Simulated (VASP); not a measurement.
# Ir (P6_3/mmc) in VASP: further runs

Ir is run at these levels: r2SCAN; tasks: single point.

Program: VASP 6.6.1. These are calculated values, not measurements. Logs are shortened: lines on timing, memory, paths and dates and some standing lists are left out, and cuts for length are marked.

## Step 1: The cell of the first run

The structure is hexagonal, space group P6_3/mmc (No. 194). Conventional cell: a = 2.652 Å, b = 2.652 Å, c = 4.310 Å, α = 90.00°, β = 90.00°, γ = 120.00°. Within 3.5 Å of Ir (site symmetry -6m2) lie 12 Ir at 2.64 to 2.65 Å.

This isn't the form of Ir at room conditions, which is fcc.

## Step 2: Single point, r2SCAN, collinear spin (13.13 Å³/atom)

Contents of POSCAR:

```
Ir
1.0
    2.6522136524      0.0000000000      0.0000000000
   -1.3261068262      2.2968843992      0.0000000000
    0.0000000000      0.0000000000      4.3097165331
Ir
2
Direct
    0.3333333333      0.6666666667      0.2500000000
    0.6666666667      0.3333333333      0.7500000000
```

Contents of INCAR.step1:

```
PREC = Accurate
ENCUT = 520
ISMEAR = -1
SIGMA = 0.05
LREAL = F
LASPH = T
NELM = 150
ISPIN = 2
MAGMOM = 1 1
LMAXMIX = 4
NBANDS = 20
GGA = PE
ALGO = Normal
EDIFF = 1E-4
LWAVE = T
LCHARG = F
```

Contents of INCAR.step2:

```
PREC = Accurate
ENCUT = 520
EDIFF = 1E-6
ISMEAR = -1
SIGMA = 0.05
LREAL = F
LASPH = T
NELM = 150
ALGO = Normal
ISIF = 2
LWAVE = F
LCHARG = F
ISPIN = 2
MAGMOM = 1 1
LORBIT = 11
LMAXMIX = 4
METAGGA = R2SCAN
LMIXTAU = T
NBANDS = 20
ISTART = 1
```

Contents of KPOINTS:

```
regular mesh
0
Gamma
  15 15 8
```

Potentials or basis: VASP PAW PBE potentials, release 64 (Ir).

Run with:

```
> cat potpaw_PBE.64/Ir/POTCAR > POTCAR
> cp INCAR.step1 INCAR
> mpirun -np 1 vasp_std > vasp.out
> cp INCAR.step2 INCAR
> mpirun -np 1 vasp_std > vasp.out
```

OUTCAR:

```text
PREC = Accurate
   ENCUT = 520
   EDIFF = 1E-6
   ISMEAR = -1
   LREAL = F
   LASPH = T
   NELM = 150
   ISIF = 2
   ISPIN = 2
   LORBIT = 11
   METAGGA = R2SCAN
   ISTART = 1

 ion  position               nearest neighbor table
   1  0.333  0.667  0.250-   2 2.64   2 2.64   2 2.64   2 2.64   2 2.64   2 2.64
   2  0.667  0.333  0.750-   1 2.64   1 2.64   1 2.64   1 2.64   1 2.64   1 2.64

  LATTYP: Found a hexagonal cell.
 ALAT       =     2.6522136524
 C/A-ratio  =     1.6249507385

  Lattice vectors:

 A1 = (   2.6522136524,   0.0000000000,   0.0000000000)
 A2 = (  -1.3261068262,   2.2968843992,   0.0000000000)
 A3 = (   0.0000000000,   0.0000000000,   4.3097165331)

Analysis of symmetry for initial positions (statically):
=====================================================================
 Subroutine PRICEL returns:
 Original cell was already a primitive cell.

 Routine SETGRP: Setting up the symmetry group for a
 hexagonal supercell.

 Subroutine GETGRP returns: Found 24 space group operations
 (whereof 12 operations were pure point group operations)
 out of a pool of 24 trial point group operations.

The static configuration has the point symmetry D_3d.
 The point group associated with its full space group is D_6h.

Analysis of symmetry for dynamics (positions and initial velocities):
=====================================================================
 Subroutine PRICEL returns:
 Original cell was already a primitive cell.

 Routine SETGRP: Setting up the symmetry group for a
 hexagonal supercell.

 Subroutine GETGRP returns: Found 24 space group operations
 (whereof 12 operations were pure point group operations)
 out of a pool of 24 trial point group operations.

The dynamic configuration has the point symmetry D_3d.
 The point group associated with its full space group is D_6h.

Analysis of structural, dynamic, and magnetic symmetry:
=====================================================================
 Subroutine PRICEL returns:
 Original cell was already a primitive cell.

 Routine SETGRP: Setting up the symmetry group for a
 hexagonal supercell.

 Subroutine GETGRP returns: Found 24 space group operations
 (whereof 12 operations were pure point group operations)
 out of a pool of 24 trial point group operations.

The overall configuration has the point symmetry D_3d.
 The point group associated with its full space group is D_6h.

 Subroutine INISYM returns: Found 24 space group operations
[... 117 lines left out ...]
     AMIX_MAG =   1.60;   BMIX_MAG =  1.00
  volume/ion in A,a.u.               =      13.13        88.59
  Fermi-wavevector in a.u.,A,eV,Ry     =   1.443556  2.727925 28.352543  2.083853
  Thomas-Fermi vector in A             =   2.561950
   LORBIT       =     11    0 simple, 1 ext, 2 COOP (PROOUT), +10 PAW based schemes
   METAGGA = R2SCAN    functional components
   LHFCALC =     F    Hartree Fock is set to
   AEXX    =    0.0000 exact exchange contribution
   IVDW    =     0    specifies the selected vdW correction
   LEPSILON=     F    determine dielectric tensor
   LRPA    =     F    only Hartree local field effects (RPA)
 spin polarized calculation
  energy-cutoff  :      520.00
  volume of cell :       26.25
 maximum number of plane-waves:       732
 NGX is ok and might be reduce to    20
   NGX =  9   NGY =  9   NGZ = 17

 number of electron      17.9999998 magnetization       0.0000062

 number of electron      17.9999998 magnetization      -0.0000044

 Free energy of the ion-electron system (eV)
  ---------------------------------------------------
  ext. energy  EPLUGINS =         0.00000000
  ---------------------------------------------------
  free energy    TOTEN  =      -104.27194095 eV

  energy without entropy =     -104.25394814  energy(sigma->0) =     -104.26294455

 E-fermi :  11.6918     XC(G=0): -15.8587

 val. band max:       11.6888347867   @ k =   0.3333   0.1333   0.3750
 cond. band min:      11.6987092652   @ k =   0.1333   0.0667   0.5000
 fundamental gap:      0.0098744785
 Fermi energy:        11.6917510220

 spin component 1

 k-point     1 :       0.0000    0.0000    0.0000
  band No.  band energies     occupation
      1      -0.8534      1.00000
      2       2.2670      1.00000
      3       7.0504      1.00000
      4       7.1794      1.00000
      5       7.1794      1.00000
      6       7.9495      1.00000
[... 541 lines left out ...]
     19      30.4422      0.00000
     20      39.2793      0.00000

 [... further k-points ...]

 spin component 2

 k-point     1 :       0.0000    0.0000    0.0000
  band No.  band energies     occupation
      1      -0.8534      1.00000
      2       2.2670      1.00000
      3       7.0504      1.00000
      4       7.1794      1.00000
      5       7.1794      1.00000
      6       7.9495      1.00000
[... 541 lines left out ...]
     19      30.4422      0.00000
     20      39.2793      0.00000

 [... further k-points ...]

------------------------ aborting loop because EDIFF is reached ----------------------------------------

  FORCE on cell =-STRESS in cart. coord.  units (eV):
  Direction    XX          YY          ZZ          XY          YZ          ZX
  --------------------------------------------------------------------------------------
  -------------------------------------------------------------------------------------
  Total        6.9245509      6.9245509      6.8618366     -0.0000000      0.0000000      0.0000000
  in kB      422.5769891    422.5769891    418.7497892     -0.0000000      0.0000000      0.0000000
  external PRESSURE =     421.3012558 kB  Pullay stress =       0.0000000 kB

 VOLUME and BASIS-vectors are now :
 -----------------------------------------------------------------------------
  energy-cutoff  :      520.00
  volume of cell :       26.25
      direct lattice vectors                 reciprocal lattice vectors
     2.652213652  0.000000000  0.000000000     0.377043531  0.217686184  0.000000000
    -1.326106826  2.296884399  0.000000000     0.000000000  0.435372368  0.000000000
     0.000000000  0.000000000  4.309716533     0.000000000  0.000000000  0.232033822

 POSITION                                       TOTAL-FORCE (eV/Angst)
 -----------------------------------------------------------------------------------
     -0.00000      1.53126      1.07743         0.000000      0.000000      0.000000
      1.32611      0.76563      3.23229        -0.000000     -0.000000      0.000000
 -----------------------------------------------------------------------------------
    total drift:                               -0.000000      0.000000     -0.000000

  FREE ENERGIE OF THE ION-ELECTRON SYSTEM (eV)
  ---------------------------------------------------
  free  energy   TOTEN  =      -104.2719409477 eV

  energy  without entropy=     -104.2539481441  energy(sigma->0) =     -104.26294455

 total charge

# of ion       s       p       d       tot
------------------------------------------
    1        0.718   0.851   7.100   8.670
    2        0.718   0.851   7.100   8.670
--------------------------------------------------
tot          1.437   1.702  14.201  17.340

 magnetization (x)

# of ion       s       p       d       tot
------------------------------------------
    1       -0.000  -0.000  -0.000  -0.000
    2       -0.000  -0.000  -0.000  -0.000
--------------------------------------------------
tot         -0.000  -0.000  -0.000  -0.000
```

OUTCAR.step1:

```text
PREC = Accurate
   ENCUT = 520
   ISMEAR = -1
   LREAL = F
   LASPH = T
   NELM = 150
[... 1350 lines left out ...]
 -----------------------------------------------------------------------------------
     -0.00000      1.53126      1.07743         0.000000      0.000000      0.000000
      1.32611      0.76563      3.23229        -0.000000     -0.000000      0.000000
 -----------------------------------------------------------------------------------
    total drift:                               -0.000000      0.000000     -0.000000

  FREE ENERGIE OF THE ION-ELECTRON SYSTEM (eV)
  ---------------------------------------------------
  free  energy   TOTEN  =       -17.1730678183 eV

  energy  without entropy=      -17.1547048518  energy(sigma->0) =      -17.16388634
```

OSZICAR.step1:

```text
N       E                     dE             d eps       ncg     rms          rms(c)
DAV:   1     0.152193242423E+03    0.15219E+03   -0.81169E+03 10808   0.919E+02
DAV:   2    -0.137446387672E+02   -0.16594E+03   -0.14763E+03 10988   0.267E+02
DAV:   3    -0.178989307857E+02   -0.41543E+01   -0.40941E+01 12956   0.504E+01
DAV:   4    -0.179516261441E+02   -0.52695E-01   -0.52667E-01 12596   0.476E+00
DAV:   5    -0.179530568829E+02   -0.14307E-02   -0.14307E-02 13248   0.827E-01    0.277E+01
DAV:   6    -0.173775708044E+02    0.57549E+00   -0.59239E-01 13668   0.949E+00    0.125E+01
DAV:   7    -0.171895613005E+02    0.18801E+00   -0.24595E-01 14408   0.568E+00    0.435E+00
DAV:   8    -0.171787294383E+02    0.10832E-01   -0.64487E-03 12512   0.555E-01    0.129E+00
DAV:   9    -0.171730925044E+02    0.56369E-02   -0.41847E-03 12756   0.673E-01    0.189E-01
DAV:  10    -0.171730678183E+02    0.24686E-04   -0.22743E-04 11596   0.145E-01
   1 F= -.17173068E+02 E0= -.17163886E+02  d E =-.183630E-01  mag=    -0.0000
```

It took 8.3 min on 1 thread of Intel Xeon 8259CL, shared host; peak memory 0.23 GiB.

What came out:

| Property | Result |
| --- | --- |
| Free energy | -104.2719 eV |
| Pressure | 42.1 GPa |
| Band gap on the k mesh | zero (filled and empty bands overlap) |
| Net moment | 0.00 μB per cell |
| Valence electrons inside the program's atomic spheres | Ir 8.67 |

Stress tensor (GPa, compression positive):
```
42.26  0.00  0.00
 0.00 42.26  0.00
 0.00  0.00 41.87
```

Caveat: the cell stands under pressure; the PAW data sets were made with another functional, which shifts forces and pressure a little; spin-orbit coupling is left out, which moves the levels of the heavy elements.

(Continued in part 2 of 2.)
